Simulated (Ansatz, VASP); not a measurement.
**Cd in VASP and in Ansatz**

```
Cd
1.0
     3.02198    0.00000    0.00000
    -1.51099    2.61711    0.00000
     0.00000    0.00000    4.86857
Cd
2
Direct
  0.33333 0.66667 0.25000
  0.66667 0.33333 0.75000
```

Change from the starting cell: volume scaled by 0.85, LAPW.

Alike in both runs: task single point; functional PBE; k mesh 15 × 15 × 8; occupations fermi-dirac, width 0.08 eV; no spin polarisation.

|  | VASP | Ansatz |
| --- | --- | --- |
| version | VASP 6.6.1 | Ansatz 0.2.0 |
| potentials or method | VASP PAW PBE potentials, release 64 (Cd), cutoff 520 eV | all-electron LAPW, scalar-relativistic |

|  | VASP | Ansatz | Ansatz less VASP |
| --- | --- | --- | --- |
| pressure (GPa) | 11.4 | 10.8 | -0.54 |

Ansatz ran all-electron here, and VASP with PAW potentials.
